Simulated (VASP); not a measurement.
Here is a VASP 6.6.1 calculation.

The input INCAR:

```
SYSTEM = SiO2
PREC = Accurate
ENCUT = 520
EDIFF = 1E-6
ISMEAR = -1
SIGMA = 0.1455
LREAL = .False.
LASPH = .True.
NELM = 80
ALGO = Normal
ISIF = 2
LWAVE = .False.
LCHARG = .True.
GGA = PE
LELF = .True.
LVHAR = .True.
NBANDS = 44
```

KPOINTS

```
regular mesh
0
Gamma
  5 5 4
  0 0 0
```

POSCAR

```
SiO2
1.0
    4.9623897000      0.0000000000      0.0000000000
    0.0000000000      4.9623897000      0.0000000000
    0.0000000000      0.0000000000      6.9268143100
Si O
4 8
Direct
    0.3001700000      0.3001700000      0.0000000000
    0.1998300000      0.8001700000      0.2500000000
    0.6998300000      0.6998300000      0.5000000000
    0.8001700000      0.1998300000      0.7500000000
    0.2394400000      0.1049200000      0.1785200000
    0.3950800000      0.7394400000      0.4285200000
    0.7605600000      0.8950800000      0.6785200000
    0.6049200000      0.2605600000      0.9285200000
    0.7394400000      0.3950800000      0.5714800000
    0.8950800000      0.7605600000      0.3214800000
    0.2605600000      0.6049200000      0.0714800000
    0.1049200000      0.2394400000      0.8214800000
```

Potentials or basis: VASP PAW PBE potentials, release 64 (Si, O).

Command:

```sh
$ cat potpaw_PBE.64/Si/POTCAR potpaw_PBE.64/O/POTCAR > POTCAR
$ mpirun -np 1 vasp_std > vasp.out
```

Question: Estimate the band gap on the k mesh.

Answer: 5.82 eV.

Question: What does it give for the largest force?

Answer: 0.523 eV/Å.

Forces on the atoms (eV/Å):
```
Si   0.096  0.096  0.000
Si  -0.096  0.096  0.000
Si  -0.096 -0.096  0.000
Si   0.096 -0.096  0.000
O   -0.087  0.166  0.488
O   -0.166 -0.087  0.488
O    0.087 -0.166  0.488
O    0.166  0.087  0.488
O   -0.087 -0.166 -0.488
O   -0.166  0.087 -0.488
O    0.087  0.166 -0.488
O    0.166 -0.087 -0.488
```

Caveat: an odd mesh through Γ misses points on the zone boundary, where band edges can lie.
